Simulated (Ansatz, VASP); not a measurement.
# ReP: VASP beside Ansatz

Contents of INCAR:

```
  PREC = Accurate
  ENCUT = 520
  EDIFF = 1E-7
  ISMEAR = 0
  SIGMA = 0.05
  LREAL = F
  LASPH = T
  NELM = 100
  ALGO = Normal
  ISIF = 2
  LWAVE = F
  LCHARG = F
  GGA = PE
  NBANDS = 13
```

KPOINTS

```
Automatic mesh
0
Gamma
  12 12 12
```

The input POSCAR:

```
ReP
1.0
    0.0000000000      2.4742584329      2.4742584329
    2.4742584329      0.0000000000      2.4742584329
    2.4742584329      2.4742584329      0.0000000000
Re P
1 1
Direct
    0.5000000000      0.5000000000      0.5000000000
    0.0000000000      0.0000000000      0.0000000000
```

Input for Ansatz:

```yaml
crystal:
  lattice:
    - [0.0, 2.4742584329, 2.4742584329]
    - [2.4742584329, 0.0, 2.4742584329]
    - [2.4742584329, 2.4742584329, 0.0]
  atoms:
    - { symbol: Re, position: [0.5, 0.5, 0.5] }
    - { symbol: P, position: [0.0, 0.0, 0.0] }
basis:
  ecutwfc: 420
  ecutrho_ratio: 4
kpoints:
  mp_grid: { grid: [12, 12, 12] }
hamiltonian:
  xc: pbe
scf:
  occupations: { method: gaussian, width: 0.05 }
output:
  forces: true
  stress: true
  eigenvalues: true
```

Alike in both runs: task single point; functional PBE; k mesh 12 × 12 × 12; occupations gaussian, width 0.05 eV; no spin polarisation.

```csv
,VASP,Ansatz
version,VASP 6.6.1,Ansatz 0.2.0
potentials or method,"VASP PAW PBE potentials, release 64 (Re, P), cutoff 520 eV","scalar-relativistic, plane waves, PAW"
valence electrons in the cell,12,20
```

|  | VASP | Ansatz | Ansatz less VASP |
| --- | --- | --- | --- |
| gap on the k mesh at the Fermi level (eV) | none | none | - |
| pressure (GPa) | -3.4 | -4.1 | -0.70 |

A gap of «none» marks a metal or a gap that the smearing closes. VASP's potentials hold 12 valence electrons a cell and Ansatz's 20, so a difference there can come from the potentials and not from the codes.

Neither program's run includes spin-orbit coupling.
